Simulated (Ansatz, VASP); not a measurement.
Se in VASP and in Ansatz

File INCAR:

```
PREC = Accurate ; ENCUT = 520
EDIFF = 1E-6 ; ISMEAR = -1
SIGMA = 0.1 ; LREAL = False
LASPH = True ; NELM = 80
ALGO = Normal ; ISIF = 2
LWAVE = False ; LCHARG = False
GGA = RE ; NBANDS = 16
```

Contents of KPOINTS:

```
Automatic mesh
0
Gamma
  9 9 10
```

Contents of POSCAR:

```
Se
1.0
    4.8877768845      0.0000000000      0.0000000000
   -2.4438884423      4.2329389500      0.0000000000
    0.0000000000      0.0000000000      3.5500671762
Se
3
Direct
    0.0000000000      0.0000000000      0.0000000000
    0.3333333333      0.6666666667      0.5000000000
    0.6666666667      0.3333333333      0.5000000000
```

Input for Ansatz:

```yaml
crystal:
  lattice:
    - [4.8877768845, 0.0, 0.0]
    - [-2.4438884423, 4.23293895, 0.0]
    - [0.0, 0.0, 3.5500671762]
  atoms:
    - { symbol: Se, position: [0.0, 0.0, 0.0] }
    - { symbol: Se, position: [0.3333333333, 0.6666666667, 0.5] }
    - { symbol: Se, position: [0.6666666667, 0.3333333333, 0.5] }
hamiltonian:
  xc: revpbe
  pseudopotentials:
    kind: paw
    azcp:
      Se: "pseudopotentials/Se.paw.azcp"
basis:
  ecutwfc: 420
  fft_grid_basis: typed
kpoints:
  mp_grid: { grid: [9, 9, 10], shift: [0, 0, 0] }
magnetization:
  spin_polarized: false
scf:
  occupations: { method: fermi_dirac, width: 0.1 }
  lower_state_search: "off"
output:
  stress: true
```

Alike in both runs: task single point; functional revPBE; k mesh 9 × 9 × 10; occupations fermi-dirac, width 0.1 eV; no spin polarisation.

```csv
,VASP,Ansatz
version,VASP 6.6.1,Ansatz 0.2.0
potentials or method,"VASP PAW PBE potentials, release 64 (Se), cutoff 520 eV","plane waves (420 eV) with PAW, scalar-relativistic"
valence electrons in the cell,18,48
```

```csv
,VASP,Ansatz,Ansatz less VASP
pressure (GPa),-5.3,-5.3,+0.02
"traceless stress, the component that is largest in VASP (GPa)",2.17,2.15,-0.018
```

VASP's potentials were made for PBE, not for revPBE. VASP's potentials hold 18 valence electrons a cell and Ansatz's 48, so a difference there can come from the potentials and not from the codes.
